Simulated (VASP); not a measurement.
**YSe2: single point with PBEsol**

YSe2:

```
CELL_PARAMETERS angstrom
0.00000 3.37840 3.37840
3.37840 0.00000 3.37840
3.37840 3.37840 0.00000
ATOMIC_POSITIONS crystal
Y 0.00000 0.00000 0.00000
Se 0.25000 0.25000 0.25000
Se 0.75000 0.75000 0.75000
```

```json
{
 "Program": "VASP 6.6.1",
 "Task": "single point",
 "Functional": "PBEsol",
 "Potentials or basis": "VASP PAW PBE potentials, release 64 (Y_sv, Se)",
 "Cutoff": "520 eV",
 "k mesh": "8 × 8 × 8",
 "Occupations": "gaussian, width 0.05 eV",
 "Spin": "no spin polarisation",
 "Dipole correction": "no",
 "Further INCAR settings": "ALGO = Normal; EDIFF = 1e-06; NBANDS = 18"
}
```

```
Pressure               : 0.0 GPa
Band gap on the k mesh : zero (an odd number of electrons rules out a gap without spin polarisation)
```

Levels at points of the mesh, in eV from the Fermi level:
```
           k point  band 7  band 8  band 9  band 10  band 11  band 12  band 13  band 14  band 15  band 16
(0.00, 0.00, 0.00)   -3.51   -3.51   -3.51     0.19     0.19     0.19     2.26     2.26     4.48     5.86
(0.50, 0.00, 0.00)   -2.70   -2.70   -2.27    -1.90    -1.49    -1.49     2.83     2.83     4.16     6.29
(0.50, 0.50, 0.00)   -4.71   -3.07   -3.07    -0.37    -0.37     1.19     1.94     3.45     4.14     5.15
```

Wall time 52 s on 1 thread of Intel(R) Xeon(R) Platinum 8375C CPU @ 2.90GHz (Ice Lake) (shared host), peak memory 0.23 GiB.

Caveat: the PAW data sets were made with another functional, which shifts forces and pressure a little.
